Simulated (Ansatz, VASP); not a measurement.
Nb: VASP beside Ansatz

Contents of INCAR:

```
ALGO = Normal ; EDIFF = 1E-6
ENCUT = 520 ; ISIF = 2
ISMEAR = -1 ; LASPH = T
LCHARG = F ; LREAL = F
LWAVE = F ; NBANDS = 12
NELM = 100 ; PREC = Accurate
SIGMA = 0.1
```

Contents of KPOINTS:

```
k-points
0
Gamma
  14 14 14
```

The input POSCAR:

```
Nb
1.0
   -1.6231103068      1.6231103068      1.6231103068
    1.6231103068     -1.6231103068      1.6231103068
    1.6231103068      1.6231103068     -1.6231103068
Nb
1
Direct
    0.0000000000      0.0000000000      0.0000000000
```

Input for Ansatz:

```yaml
crystal:
  lattice:
    - [-1.6231103068, 1.6231103068, 1.6231103068]
    - [1.6231103068, -1.6231103068, 1.6231103068]
    - [1.6231103068, 1.6231103068, -1.6231103068]
  atoms:
    - { symbol: Nb, position: [0.0, 0.0, 0.0] }
hamiltonian:
  xc: lda
  pseudopotentials:
    kind: paw
    azcp:
      Nb: "pseudopotentials/Nb.paw.azcp"
basis:
  ecutwfc: 420
  fft_grid_basis: typed
kpoints:
  mp_grid: { grid: [14, 14, 14], shift: [0, 0, 0] }
magnetization:
  spin_polarized: false
scf:
  occupations: { method: fermi_dirac, width: 0.1 }
  lower_state_search: "off"
output:
  stress: true
```

Alike in both runs: task single point; functional LDA; k mesh 14 × 14 × 14; occupations fermi-dirac, width 0.1 eV; no spin polarisation.

```csv
,VASP,Ansatz
version,VASP 6.6.1,Ansatz 0.2.0
potentials or method,"VASP PAW LDA potentials, release 64 (Nb_sv), cutoff 520 eV","plane waves (420 eV) with PAW, scalar-relativistic"
valence electrons in the cell,13,13
```

Ansatz gave:

- pressure (GPa): 0.5

**Question.** Which values does VASP return?

**Answer.** Pressure (GPa): 0.4.

Ansatz warns that its potentials were made for another functional, while VASP's fit it. LDA's correlation is that of Perdew and Zunger in VASP and of Perdew and Wang (1992) in Ansatz.
